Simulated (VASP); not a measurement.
# TiO2 (P4_2/mnm) in VASP: a series of runs

The runs below take TiO2 through single point, with PBE.

Everything below comes from runs of VASP 6.6.1. Logs are shortened: lines on timing, memory, paths and dates and some standing lists are left out, and cuts for length are marked.

### 1 The cell of the first run

The structure is tetragonal, space group P4_2/mnm (No. 136). Conventional cell: a = 4.643 Å, b = 4.643 Å, c = 3.043 Å, α = 90.00°, β = 90.00°, γ = 90.00°. Ti (site symmetry mmm) has 6 O at 1.99 to 2.00 Å within 2.6 Å. O (site symmetry m2m) has 3 Ti at 1.99 to 2.00 Å and 1 O at 2.56 Å within 2.6 Å.

### 2 Single point, PBE

The input, INCAR:

```
  ALGO = Normal
  EDIFF = 1E-7
  ENCUT = 520
  GGA = PE
  ISIF = 2
  ISMEAR = 0
  LASPH = T
  LCHARG = F
  LREAL = F
  LWAVE = F
  NBANDS = 33
  NELM = 60
  PREC = Accurate
  SIGMA = 0.05
```

The input, KPOINTS:

```
k-points
0
Gamma
  6 6 10
```

The input, POSCAR:

```
TiO2
1.0
    4.6433998178      0.0000000000      0.0000000000
    0.0000000000      4.6433998178      0.0000000000
    0.0000000000      0.0000000000      3.0429000000
Ti O
2 4
Direct
    0.0000000000      0.0000000000      0.0000000000
    0.5000000000      0.5000000000      0.5000000000
    0.3050970583      0.3050970583      0.0000000000
    0.1949029417      0.8050970583      0.5000000000
    0.6949029417      0.6949029417      0.0000000000
    0.8050970583      0.1949029417      0.5000000000
```

Potentials or basis: VASP PAW PBE potentials, release 64 (Ti_sv, O).

Started as:

```console
> cat potpaw_PBE.64/Ti_sv/POTCAR potpaw_PBE.64/O/POTCAR > POTCAR
> mpirun -np 1 vasp_std > vasp.out
```

OUTCAR:

```text
EDIFF = 1E-7
   ENCUT = 520
   GGA = PE
   ISIF = 2
   ISMEAR = 0
   LASPH = T
   LREAL = F
   NELM = 60
   PREC = Accurate

 ion  position               nearest neighbor table
   1  0.000  0.000  0.000-   4 1.99   6 1.99   4 1.99   6 1.99   5 2.00   3 2.00
   2  0.500  0.500  0.500-   3 1.99   5 1.99   3 1.99   5 1.99   4 2.00   6 2.00
   3  0.305  0.305  0.000-   2 1.99   2 1.99   1 2.00
   4  0.195  0.805  0.500-   1 1.99   1 1.99   2 2.00
   5  0.695  0.695  0.000-   2 1.99   2 1.99   1 2.00
   6  0.805  0.195  0.500-   1 1.99   1 1.99   2 2.00

  LATTYP: Found a simple tetragonal cell.
 ALAT       =     4.6433998178
 C/A-ratio  =     0.6553172502

  Lattice vectors:

 A1 = (   4.6433998178,   0.0000000000,   0.0000000000)
 A2 = (   0.0000000000,   4.6433998178,   0.0000000000)
 A3 = (   0.0000000000,   0.0000000000,   3.0429000000)

Analysis of symmetry for initial positions (statically):
=====================================================================
 Subroutine PRICEL returns:
 Original cell was already a primitive cell.

 Routine SETGRP: Setting up the symmetry group for a
 simple tetragonal supercell.

 Subroutine GETGRP returns: Found 16 space group operations
 (whereof  8 operations were pure point group operations)
 out of a pool of 16 trial point group operations.

The static configuration has the point symmetry D_2h.
 The point group associated with its full space group is D_4h.

Analysis of symmetry for dynamics (positions and initial velocities):
=====================================================================
 Subroutine PRICEL returns:
 Original cell was already a primitive cell.

 Routine SETGRP: Setting up the symmetry group for a
 simple tetragonal supercell.

 Subroutine GETGRP returns: Found 16 space group operations
 (whereof  8 operations were pure point group operations)
 out of a pool of 16 trial point group operations.

The dynamic configuration has the point symmetry D_2h.
 The point group associated with its full space group is D_4h.

 Subroutine INISYM returns: Found 16 space group operations
 (whereof  8 operations are pure point group operations),
 and found     1 'primitive' translations

----------------------------------------------------------------------------------------

                                     Primitive cell

  volume of cell :      65.6085

  direct lattice vectors                    reciprocal lattice vectors
     4.643399818  0.000000000  0.000000000     0.215359443  0.000000000  0.000000000
     0.000000000  4.643399818  0.000000000     0.000000000  0.215359443  0.000000000
     0.000000000  0.000000000  3.042900000     0.000000000  0.000000000  0.328633869

  length of vectors
     4.643399818  4.643399818  3.042900000     0.215359443  0.215359443  0.328633869

  position of ions in fractional coordinates (direct lattice)
     0.000000000  0.000000000  0.000000000
     0.500000000  0.500000000  0.500000000
     0.305097058  0.305097058  0.000000000
     0.194902942  0.805097058  0.500000000
     0.694902942  0.694902942  0.000000000
     0.805097058  0.194902942  0.500000000

  ion indices of the primitive-cell ions
   primitive index   ion index
                 1           1
                 2           2
                 3           3
                 4           4
                 5           5
                 6           6

----------------------------------------------------------------------------------------

 KPOINTS: k-points

Automatic generation of k-mesh.
 Grid dimensions read from file:
 generate k-points for:    6    6   10

 Generating k-lattice:

  Cartesian coordinates                     Fractional coordinates (reciprocal lattice)
     0.035893241  0.000000000  0.000000000     0.166666667  0.000000000  0.000000000
     0.000000000  0.035893241  0.000000000     0.000000000  0.166666667  0.000000000
     0.000000000  0.000000000  0.032863387     0.000000000  0.000000000  0.100000000

  Length of vectors
     0.035893241  0.035893241  0.032863387

  Shift w.r.t. Gamma in fractional coordinates (k-lattice)
     0.000000000  0.000000000  0.000000000

 Subroutine IBZKPT returns following result:
 ===========================================

 Found     60 irreducible k-points:

 Following reciprocal coordinates:
            Coordinates               Weight
  0.000000  0.000000  0.000000      1.000000
  0.166667  0.000000  0.000000      4.000000
  0.333333  0.000000  0.000000      4.000000
  0.500000  0.000000  0.000000      2.000000
  0.166667  0.166667  0.000000      4.000000
  0.333333  0.166667  0.000000      8.000000
[... 16 lines left out ...]
  0.333333  0.000000  0.200000      8.000000
  0.500000  0.000000  0.200000      4.000000
 [... further k-points ...]
   k-points           NKPTS =     60   k-points in BZ     NKDIM =     60   number of bands    NBANDS=     33
   number of dos      NEDOS =    301   number of ions     NIONS =      6
   total plane-waves  NPLWV =  31104
   dimension x,y,z NGX =    36 NGY =   36 NGZ =   24
   dimension x,y,z NGXF=    72 NGYF=   72 NGZF=   48
   ions per type =               2   4
   NGX,Y,Z   is equivalent  to a cutoff of  12.89, 12.89, 13.11 a.u.
   NGXF,Y,Z  is equivalent  to a cutoff of  25.78, 25.78, 26.22 a.u.
 SYSTEM =  unknown system
   PREC   = accura    normal or accurate (medium, high low for compatibility)
   ISTART =      0    job   : 0-new  1-cont  2-samecut
   ICHARG =      2    charge: 1-file 2-atom 10-const
   ISPIN  =      1    spin polarized calculation?
   LNONCOLLINEAR =      F non collinear calculations
   LSORBIT =      F    spin-orbit coupling
   LASPH  =      T    aspherical Exc in radial PAW
   ENCUT  =  520.0 eV  38.22 Ry    6.18 a.u.   8.63  8.63  5.66*2*pi/ulx,y,z
   NELM   =     60;   NELMIN=  2; NELMDL= -5     # of ELM steps
   EDIFF  = 0.1E-06   stopping-criterion for ELM
   LREAL  =      F    real-space projection
   EDIFFG = 0.1E-05   stopping-criterion for IOM
   NSW    =      0    number of steps for IOM
   IBRION =     -1    ionic relax: 0-MD 1-quasi-New 2-CG
   NFREE  =      0    steps in history (QN), initial steepest desc. (CG)
   ISIF   =      2    stress and relaxation
   ISYM   =      2    0-nonsym 1-usesym 2-fastsym
   POTIM  = 0.5000    time-step for ionic-motion
   TEBEG  =    0.0;   TEEND  =   0.0 temperature during run
   PSTRESS=    0.0 pullay stress
   NELECT =      48.0000    total number of electrons
   NUPDOWN=      -1.0000    fix difference up-down
   EMIN   =  10.00;   EMAX   =-10.00  energy-range for DOS
   EFERMI =   0.00;   METHOD = LEGACY
   ISMEAR =     0;   SIGMA  =   0.05  broadening in eV -4-tet -1-fermi 0-gaus
   EFERMI_NEDOS =   21; number of points for ismear=-14 and -15
   IALGO  =     38    algorithm
   IMIX   =      4    mixing-type and parameters
     AMIX     =   0.40;   BMIX     =  1.00
     AMIX_MAG =   1.60;   BMIX_MAG =  1.00
  volume/ion in A,a.u.               =      10.93        73.79
  Fermi-wavevector in a.u.,A,eV,Ry     =   1.475147  2.787624 29.607075  2.176059
  Thomas-Fermi vector in A             =   2.589832
   LORBIT       =      0    0 simple, 1 ext, 2 COOP (PROOUT), +10 PAW based schemes
   GGA     = PE    functional components
   LHFCALC =     F    Hartree Fock is set to
   AEXX    =    0.0000 exact exchange contribution
   IVDW    =     0    specifies the selected vdW correction
   LEPSILON=     F    determine dielectric tensor
   LRPA    =     F    only Hartree local field effects (RPA)
 non-spin polarized calculation
 Gauss-broadening in eV      SIGMA  =   0.05
  energy-cutoff  :      520.00
  volume of cell :       65.61
 maximum number of plane-waves:      1811
 NGX is ok and might be reduce to    36
   NGX = 17   NGY = 17   NGZ = 11

 number of electron      48.0000032 magnetization

 Free energy of the ion-electron system (eV)
  ---------------------------------------------------
  ext. energy  EPLUGINS =         0.00000000
  ---------------------------------------------------
  free energy    TOTEN  =       -53.62317172 eV

  energy without entropy =      -53.62317172  energy(sigma->0) =      -53.62317172

 E-fermi :   4.6069     XC(G=0): -11.1557

 val. band max:        4.4002033650   @ k =   0.0000   0.0000   0.0000
 cond. band min:       6.1235524345   @ k =   0.0000   0.0000   0.0000
 fundamental gap:      1.7233490696
 Fermi energy:         4.6068587236

 k-point     1 :       0.0000    0.0000    0.0000
  band No.  band energies     occupation
      1     -52.7486      2.00000
      2     -52.7351      2.00000
      3     -29.0114      2.00000
      4     -29.0114      2.00000
      5     -28.8746      2.00000
      6     -28.8746      2.00000
[... 25 lines left out ...]
     32      10.4990      0.00000
     33      10.5061      0.00000

 k-point     2 :       0.1667    0.0000    0.0000
  band No.  band energies     occupation
      1     -52.7477      2.00000
      2     -52.7360      2.00000
      3     -29.0045      2.00000
      4     -29.0039      2.00000
      5     -28.8828      2.00000
      6     -28.8822      2.00000
[... 25 lines left out ...]
     32      10.4106      0.00000
     33      10.4305      0.00000

 k-point     3 :       0.3333    0.0000    0.0000
  band No.  band energies     occupation
      1     -52.7452      2.00000
      2     -52.7384      2.00000
      3     -28.9868      2.00000
      4     -28.9852      2.00000
      5     -28.9030      2.00000
      6     -28.9014      2.00000
[... 25 lines left out ...]
     32      10.2338      0.00000
     33      10.2715      0.00000

 k-point     4 :       0.5000    0.0000    0.0000
  band No.  band energies     occupation
      1     -52.7418      2.00000
      2     -52.7418      2.00000
      3     -28.9725      2.00000
      4     -28.9725      2.00000
      5     -28.9164      2.00000
      6     -28.9164      2.00000
[... 25 lines left out ...]
     32      10.0585      0.00000
     33      10.1626      0.00000

 k-point     5 :       0.1667    0.1667    0.0000
  band No.  band energies     occupation
      1     -52.7469      2.00000
      2     -52.7368      2.00000
      3     -29.0137      2.00000
      4     -28.9842      2.00000
      5     -28.9035      2.00000
      6     -28.8731      2.00000
[... 604 lines left out ...]
 k-point    22 :       0.1667    0.0000    0.2000
  band No.  band energies     occupation
      1     -52.7369      2.00000
      2     -52.7275      2.00000
      3     -28.9843      2.00000
      4     -28.9741      2.00000
      5     -28.9572      2.00000
      6     -28.9506      2.00000
[... 25 lines left out ...]
     32       9.8082      0.00000
     33       9.9929      0.00000

 k-point    23 :       0.3333    0.0000    0.2000
  band No.  band energies     occupation
      1     -52.7349      2.00000
      2     -52.7294      2.00000
      3     -28.9841      2.00000
      4     -28.9648      2.00000
      5     -28.9565      2.00000
      6     -28.9430      2.00000
[... 25 lines left out ...]
     32       9.4517      0.00000
     33      10.0139      0.00000

 k-point    24 :       0.5000    0.0000    0.2000
  band No.  band energies     occupation
      1     -52.7322      2.00000
      2     -52.7322      2.00000
      3     -28.9760      2.00000
      4     -28.9760      2.00000
      5     -28.9425      2.00000
      6     -28.9425      2.00000
[... 25 lines left out ...]
     32       9.2942      0.00000
     33      10.4211      0.00000

 [... further k-points ...]

------------------------ aborting loop because EDIFF is reached ----------------------------------------

  FORCE on cell =-STRESS in cart. coord.  units (eV):
  Direction    XX          YY          ZZ          XY          YZ          ZX
  --------------------------------------------------------------------------------------
  -------------------------------------------------------------------------------------
  Total       -1.4280386     -1.4280386     -4.4656916     -0.0000000      0.0000000      0.0000000
  in kB      -34.8731113    -34.8731113   -109.0534643     -0.0000000      0.0000000      0.0000000
  external PRESSURE =     -59.5998956 kB  Pullay stress =       0.0000000 kB

 VOLUME and BASIS-vectors are now :
 -----------------------------------------------------------------------------
  energy-cutoff  :      520.00
  volume of cell :       65.61
      direct lattice vectors                 reciprocal lattice vectors
     4.643399818  0.000000000  0.000000000     0.215359443  0.000000000  0.000000000
     0.000000000  4.643399818  0.000000000     0.000000000  0.215359443  0.000000000
     0.000000000  0.000000000  3.042900000     0.000000000  0.000000000  0.328633869

 POSITION                                       TOTAL-FORCE (eV/Angst)
 -----------------------------------------------------------------------------------
      0.00000      0.00000      0.00000        -0.000000      0.000000      0.000000
      2.32170      2.32170      1.52145        -0.000000      0.000000      0.000000
      1.41669      1.41669      0.00000         0.056071      0.056071     -0.000000
      0.90501      3.73839      1.52145        -0.056071      0.056071      0.000000
      3.22671      3.22671      0.00000        -0.056071     -0.056071      0.000000
      3.73839      0.90501      1.52145         0.056071     -0.056071      0.000000
 -----------------------------------------------------------------------------------
    total drift:                               -0.000000      0.000000     -0.000000

  FREE ENERGIE OF THE ION-ELECTRON SYSTEM (eV)
  ---------------------------------------------------
  free  energy   TOTEN  =       -53.6231717185 eV

  energy  without entropy=      -53.6231717185  energy(sigma->0) =      -53.62317172
```

Wall time 2.7 min (1 thread of AMD EPYC 7R43 (Zen 3), shared host); peak memory 0.2 GiB.

What came out:

* Free energy: -53.6232 eV
* Pressure: -6.0 GPa
* Largest force: 0.079 eV/Å
* Band gap on the k mesh: 1.72 eV

Forces in eV/Å, atoms in the order of the input:
```
Ti   0.000  0.000  0.000
Ti   0.000  0.000  0.000
O    0.056  0.056  0.000
O   -0.056  0.056  0.000
O   -0.056 -0.056  0.000
O    0.056 -0.056  0.000
```

Caveat: the cell stands under tension. A k mesh can miss the band edges.

### 3 Single point, PBE

This run uses another cell than the first one, of 10.97 Å³/atom.

The input, INCAR:

```
  PREC = Accurate
  ENCUT = 520
  EDIFF = 1E-7
  ISMEAR = 0
  SIGMA = 0.05
  LREAL = F
  LASPH = T
  NELM = 60
  ALGO = Normal
  ISIF = 2
  LWAVE = F
  LCHARG = F
  GGA = PE
  NBANDS = 33
```

The input, KPOINTS:

```
Automatic mesh
0
Gamma
  6 6 10
```

Edit POSCAR of step 2 so:

```diff
@@ -2,5 +2,5 @@
 1.0
-    4.6433998178      0.0000000000      0.0000000000
-    0.0000000000      4.6433998178      0.0000000000
-    0.0000000000      0.0000000000      3.0429000000
+    4.5351000000      0.0000000000      0.0000000000
+    0.0000000000      4.5351000000      0.0000000000
+    0.0000000000      0.0000000000      3.2010000000
 Ti O
```

Potentials or basis: VASP PAW PBE potentials, release 64 (Ti_sv, O).

Started as:

```console
> cat potpaw_PBE.64/Ti_sv/POTCAR potpaw_PBE.64/O/POTCAR > POTCAR
> mpirun -np 1 vasp_std > vasp.out
```

Run time: 3.3 min. Hardware: 1 thread of AMD EPYC 7R43 (Zen 3), shared host; peak memory 0.2 GiB.

It converged, with:

| Item | Value |
| --- | --- |
| Free energy | -53.3086 eV |
| Pressure | -8.3 GPa |
| Largest force | 0.006 eV/Å |
| Band gap on the k mesh | 1.70 eV |

Forces in eV/Å, atoms in the order of the input:
```
Ti   0.000  0.000  0.000
Ti   0.000  0.000  0.000
O   -0.004 -0.004  0.000
O    0.004 -0.004  0.000
O    0.004  0.004  0.000
O   -0.004  0.004  0.000
```

Stress tensor (GPa, compression positive):
```
 -1.00   0.00   0.00
  0.00  -1.00   0.00
  0.00   0.00 -22.86
```

Levels at points of the mesh, in eV from the valence-band top:
| k point | band 22 | band 23 | band 24 | band 25 | band 26 | band 27 |
| --- | --- | --- | --- | --- | --- | --- |
| (0.00, 0.00, 0.00) | -0.33 | -0.33 | 0.00 | 1.70 | 2.03 | 2.07 |
| (0.50, 0.00, 0.00) | -2.03 | -0.68 | -0.68 | 2.31 | 2.31 | 2.67 |
| (0.50, 0.50, 0.00) | -1.64 | -0.89 | -0.89 | 1.79 | 1.79 | 2.10 |
| (0.00, 0.00, 0.50) | -2.21 | -1.26 | -1.26 | 2.27 | 2.27 | 2.83 |
| (0.50, 0.00, 0.50) | -1.89 | -0.94 | -0.94 | 1.76 | 1.76 | 2.35 |
| (0.50, 0.50, 0.50) | -1.24 | -0.56 | -0.56 | 2.34 | 2.34 | 2.42 |

Caveat: the cell stands under tension. A k mesh can miss the band edges.

(Part 1 of 2 ends here.)
